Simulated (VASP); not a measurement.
Input of a VASP 6.6.1 run:

File INCAR:

```
SYSTEM = TaN
  PREC = Accurate
  ENCUT = 700
  EDIFF = 1E-6
  ISMEAR = 0
  SIGMA = 0.15
  LREAL = .False.
  LASPH = .True.
  NELM = 120
  ALGO = Normal
  ISIF = 2
  LWAVE = .False.
  LCHARG = .False.
  GGA = PS
  NBANDS = 16
  GGA_COMPAT = .False.
```

Contents of KPOINTS:

```
Automatic mesh
0
Gamma
  20 20 20
  0 0 0
```

The input POSCAR:

```
TaN
1.0
    0.0901075934      2.2526898356      2.2526898356
    2.2526898356      0.0901075934      2.2526898356
    2.2526898356      2.2526898356      0.0901075934
Ta N
1 1
Direct
    0.5000000000      0.5000000000      0.5000000000
    0.0000000000      0.0000000000      0.0000000000
```

Potentials or basis: VASP PAW PBE potentials, release 64 (Ta_sv_GW, N).

The run is started by

```sh
$ cat potpaw_PBE.64/Ta_sv_GW/POTCAR potpaw_PBE.64/N/POTCAR > POTCAR
$ mpirun -np 1 vasp_std > vasp.out
```

Question: Estimate the pressure.

Answer: -8.5 GPa.

Question: What does it give for the band gap on the k mesh?

Answer: Zero (bands 9 and 10 overlap by 3.38 eV).

Stress tensor (GPa, compression positive):
```
-8.53 -2.34 -2.34
-2.34 -8.53 -2.34
-2.34 -2.34 -8.53
```

Caveat: the cell stands under tension; the PAW data sets were made with another functional, which shifts forces and pressure a little; spin-orbit coupling is left out, which moves the levels of the heavy elements.
